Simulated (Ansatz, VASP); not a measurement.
One calculation of CuO, two programs

Contents of INCAR:

```
  PREC = Accurate
  ENCUT = 520
  EDIFF = 1E-8
  ISMEAR = -1
  SIGMA = 0.05
  LREAL = False
  LASPH = True
  NELM = 60
  ALGO = Normal
  ISIF = 2
  LWAVE = False
  LCHARG = False
  GGA = PE
  LEFG = True
  NBANDS = 16
```

Contents of KPOINTS:

```
Automatic mesh
0
Gamma
  16 16 16
```

The input POSCAR:

```
CuO
1.0
    0.0000000000      2.2165655752      2.2618016073
    2.2165655752      0.0000000000      2.2618016073
    2.2165655752      2.2165655752      0.0000000000
Cu O
1 1
Direct
    0.0000000000      0.0000000000      0.0000000000
    0.2500000000      0.2500000000      0.2500000000
```

Input for Ansatz:

```yaml
crystal:
  lattice:
    - [0.0, 2.2165655752, 2.2618016073]
    - [2.2165655752, 0.0, 2.2618016073]
    - [2.2165655752, 2.2165655752, 0.0]
  atoms:
    - { symbol: Cu, position: [0.0, 0.0, 0.0] }
    - { symbol: O, position: [0.25, 0.25, 0.25] }
kpoints:
  mp_grid: { grid: [16, 16, 16] }
scf:
  occupations: { method: fermi_dirac, width: 0.05 }
hamiltonian:
  xc: pbe
  pseudopotentials: { kind: paw }
output:
  forces: true
  stress: true
  eigenvalues: true
  efg: { contact_densities: true }
```

Change from the starting cell: x and y stretched by -2 %, z held, PAW files.

Alike in both runs: task electric field gradients; functional PBE; k mesh 16 × 16 × 16; occupations fermi-dirac, width 0.05 eV; no spin polarisation.

```csv
,VASP,Ansatz
version,VASP 6.6.1,Ansatz 0.2.0
potentials or method,"VASP PAW PBE potentials, release 64 (Cu, O)","PAW with Ansatz's default frozen-core files, scalar-relativistic"
plane-wave cutoff (eV),520,420
valence electrons in the cell,17,25
```

Ansatz gave:

- pressure (GPa): 6.1
- traceless stress, the component that is largest in VASP (GPa): -0.15
- size of Vzz on the site where it differs most (V/Å²): 1.4

Estimate VASP's values.

pressure (GPa): 6.9; traceless stress, the component that is largest in VASP (GPa): -0.12; size of Vzz on the site where it differs most (V/Å²): 1.8.

VASP's potentials hold 17 valence electrons a cell and Ansatz's 25, so a difference there can come from the potentials and not from the codes.
